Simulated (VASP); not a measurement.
Crystal: Ta.

```
Ta
1.0
    -1.65128    1.65128    1.65128
     1.65128   -1.65128    1.65128
     1.65128    1.65128   -1.65128
Ta
1
Direct
  0.00000 0.00000 0.00000
```

- Program: VASP 6.6.1
- Task: relaxation of cell and atoms
- Functional: RPBE
- Potentials or basis: VASP PAW PBE potentials, release 64 (Ta_pv)
- Cutoff: 600 eV
- k mesh: 11 × 11 × 11
- Occupations: fermi-dirac, width 0.05 eV
- Spin: no spin polarisation

At the start: pressure 6.2 GPa; volume 18.01 Å³/atom.

Question: Where does the relaxation end?

Answer: Over 4 steps the energy falls by 10.8 meV/atom and the volume is 18.58 Å³/atom (+3.2 %); space group Im-3m (No. 229, to 0.05 Å).

Step by step:
```tsv
step	energy change (eV)	largest force (eV/Å)	pressure (GPa)	volume (Å³)
1	0.0000	0.0000	6.21	18.01
2	0.0373	0.0000	-11.17	19.89
3	-0.0108	0.0000	-0.14	18.60
4	-0.0108	0.0000	-0.01	18.58
```

Final structure:
```xyz
1
Lattice="-1.6686 1.6686 1.6686 1.6686 -1.6686 1.6686 1.6686 1.6686 -1.6686" Properties=species:S:1:pos:R:3 pbc="T T T"
Ta    0.0000    0.0000    0.0000
```

Caveat: the PAW data sets were made with another functional, which shifts forces and pressure a little.
